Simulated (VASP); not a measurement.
Input of a VASP 6.6.1 run:

The input INCAR:

```
  ALGO = Normal
  EDIFF = 1E-6
  ENCUT = 520
  GGA = PE
  ISIF = 2
  ISMEAR = 0
  LASPH = T
  LCHARG = F
  LREAL = F
  LWAVE = F
  NBANDS = 19
  NELM = 100
  PREC = Accurate
  SIGMA = 0.02
```

The input KPOINTS:

```
k-points
0
Gamma
  10 10 10
```

File POSCAR:

```
Al3B2As
1.0
    5.4774587903     -1.9345325978      0.0020570449
    5.4774587903      1.9345325978      0.0020570449
   -0.1895687561      0.0000000000      3.8768748385
Al B As
3 2 1
Direct
    0.6627623010      0.8276724876      0.7538436978
    0.6962150333      0.3037849667      0.5000000000
    0.1723275124      0.3372376990      0.2461563022
    0.5683430950      0.7278271720      0.2461882073
    0.2721728280      0.4316569050      0.7538117927
    0.1282697850      0.8717302150      0.0000000000
```

Potentials or basis: VASP PAW PBE potentials, release 64 (Al, B, As).

The run is started by

```console
$ cat potpaw_PBE.64/Al/POTCAR potpaw_PBE.64/B/POTCAR potpaw_PBE.64/As/POTCAR > POTCAR
$ mpirun -np 1 vasp_std > vasp.out
```

(1) Estimate the band gap on the k mesh.

(2) Predict the largest force.

(3) Predict the pressure.

Results:

(1) 0.56 eV, indirect (least direct gap 0.85 eV).

(2) 0.027 eV/Å.

(3) 0.1 GPa.
